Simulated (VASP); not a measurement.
Si, 8 atoms in the cell. The structure is orthorhombic, space group Cmc2_1 (No. 36). The conventional cell has a = 3.802 Å, b = 6.585 Å, c = 6.289 Å, α = 90.00°, β = 90.00°, γ = 90.00°. Si (site symmetry m) has 4 Si at 2.33 to 2.36 Å within 3.1 Å. Si (site symmetry m) has 4 Si at 2.33 to 2.36 Å within 3.1 Å.  This cell differs from its parent crystal: atoms displaced along a vibrational mode.

```yaml
Program: VASP 6.6.1
Task: single point
Functional: LDA
Potentials_or_basis: VASP PAW LDA potentials, release 64 (Si)
Cutoff: 520 eV
k_mesh: 10 × 6 × 6
Occupations: gaussian, width 0.03 eV
Spin: no spin polarisation
Dipole_correction: no
Further_INCAR_settings: ALGO = Normal; EDIFF = 1e-06; NBANDS = 26
```

Potentials or basis: VASP PAW LDA potentials, release 64 (Si).

Run with:

```sh
$ cat potpaw_LDA.64/Si/POTCAR > POTCAR
$ mpirun -np 1 vasp_std > vasp.out
```

Hardware: 1 thread of Oxide Virtual Turin-like Processor, with other jobs on the host.

Q: How long does it take, and how much memory?

A: Run time: 6.6 min on 1 thread of Oxide Virtual Turin-like Processor (shared host), peak memory 0.34 GiB. Counts: scf iterations 12, k points 96.
